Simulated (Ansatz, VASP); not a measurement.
## Ru in VASP and in Ansatz

INCAR

```
SYSTEM = Ru
  AGGAC = 1.0
  AGGAX = 1.0
  ALDAC = 0.0
  ALDAX = 1.0
  ALGO = Normal
  EDIFF = 1E-6
  ENCUT = 520
  GGA = B5
  ISIF = 2
  ISMEAR = -1
  LASPH = .True.
  LCHARG = .False.
  LREAL = .False.
  LWAVE = .False.
  NBANDS = 13
  NELM = 80
  PREC = Accurate
  SIGMA = 0.1
```

KPOINTS

```
k-points
0
Gamma
  16 16 16
  0 0 0
```

File POSCAR:

```
Ru
1.0
   -1.5728186098      1.5728186098      1.5728186098
    1.5728186098     -1.5728186098      1.5728186098
    1.5728186098      1.5728186098     -1.5728186098
Ru
1
Direct
    0.0000000000      0.0000000000      0.0000000000
```

Input for Ansatz:

```yaml
crystal:
  lattice:
    - [-1.5728186098, 1.5728186098, 1.5728186098]
    - [1.5728186098, -1.5728186098, 1.5728186098]
    - [1.5728186098, 1.5728186098, -1.5728186098]
  atoms:
    - { symbol: Ru, position: [0.0, 0.0, 0.0] }
hamiltonian:
  xc: blyp
  pseudopotentials:
    kind: paw
    azcp:
      Ru: "pseudopotentials/Ru.paw.azcp"
basis:
  ecutwfc: 420
  fft_grid_basis: typed
kpoints:
  mp_grid: { grid: [16, 16, 16], shift: [0, 0, 0] }
magnetization:
  spin_polarized: false
scf:
  occupations: { method: fermi_dirac, width: 0.1 }
  lower_state_search: "off"
output:
  stress: true
```

Alike in both runs: task single point; functional BLYP; k mesh 16 × 16 × 16; occupations fermi-dirac, width 0.1 eV; no spin polarisation.

|  | VASP | Ansatz |
| --- | --- | --- |
| version | VASP 6.6.1 | Ansatz 0.2.0 |
| potentials or method | VASP PAW PBE potentials, release 64 (Ru_pv), cutoff 520 eV | plane waves (420 eV) with PAW, scalar-relativistic |
| valence electrons in the cell | 14 | 16 |

Ansatz gave:

| Quantity | Value |
| --- | --- |
| pressure (GPa) | -8.4 |

**Question.** What did VASP give for the same quantities?

**Answer.** Pressure (GPa): -7.9.

VASP's potentials were made for PBE, not for BLYP. VASP's potentials hold 14 valence electrons a cell and Ansatz's 16, so a difference there can come from the potentials and not from the codes.
